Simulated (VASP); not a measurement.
The system is Ti4B.

```
Ti B
1.0
    -3.03098    3.03098    2.15533
     3.03098   -3.03098    2.15533
     3.03098    3.03098   -2.15533
Ti B
4 1
Direct
  0.00000 0.69087 0.69087
  0.00000 0.30913 0.30913
  0.69087 0.00000 0.69087
  0.30913 0.00000 0.30913
  0.00000 0.00000 0.00000
```

The cell was built from a structure type or drawn by symmetry, and may not be a known phase.

* Program: VASP 6.6.1
* Task: relaxation of cell and atoms
* Functional: PBE
* Potentials or basis: VASP PAW PBE potentials, release 64 (Ti_sv, B)
* Cutoff: 600 eV
* k mesh: 6 × 6 × 6
* Occupations: gaussian, width 0.1 eV
* Spin: no spin polarisation

At the start: pressure 34.2 GPa; volume 15.84 Å³/atom.

Q: Where does the relaxation end?

A: Over 28 steps the energy falls by 1036.2 meV/atom and the volume is 17.13 Å³/atom (+8.1 %); space group I4/mmm (No. 139, to 0.1 Å) before and after.

The path:
```tsv
step	energy change (eV)	largest force (eV/Å)	pressure (GPa)	volume (Å³)
1	0.0000	1.7749	34.21	79.20
2	-1.6971	1.2531	-9.09	123.98
3	-2.4918	1.1371	0.84	103.16
4	-2.4913	1.1547	0.50	103.68
5	-2.7010	0.7178	-1.46	106.10
6	-2.8217	0.1055	-3.78	109.34
7	-2.9999	0.1373	-2.53	106.01
8	-3.4319	0.9877	2.50	95.87
9	-2.6347	5.2052	29.22	74.94
10	-3.5046	1.2698	4.23	93.39
11	-3.6176	2.1701	9.56	87.30
12	-3.5911	1.7516	7.15	89.79
13	-3.6352	1.8075	7.35	89.34
14	-3.7631	2.0080	8.00	87.97
15	-3.9495	2.5437	9.94	85.09
16	-3.7918	3.7666	17.51	78.77
17	-3.9752	2.8912	11.39	83.56
18	-4.1861	2.6903	9.81	83.86
19	-4.6771	2.0136	5.59	84.64
20	-4.9417	0.9465	0.28	85.57
21	-4.9587	1.1504	0.96	85.47
22	-4.9963	1.0842	0.78	85.56
23	-5.0875	0.8272	0.23	85.84
24	-5.1535	0.2057	-0.30	86.33
25	-5.1539	0.2563	-0.30	86.29
26	-5.1664	0.1797	-0.33	86.12
27	-5.1808	0.0083	-0.33	85.69
28	-5.1808	0.0197	-0.34	85.66
```

Final structure:
```
CELL_PARAMETERS angstrom
-3.85872 3.85872 1.43819
3.85872 -3.85872 1.43819
3.85872 3.85872 -1.43819
ATOMIC_POSITIONS crystal
Ti 0.00000 0.72124 0.72124
Ti 0.00000 0.27876 0.27876
Ti 0.72124 0.00000 0.72124
Ti 0.27876 0.00000 0.27876
B 0.00000 0.00000 0.00000
```

Caveat: a cell axis changed by over 15 % at a fixed basis, so the end point is rough.
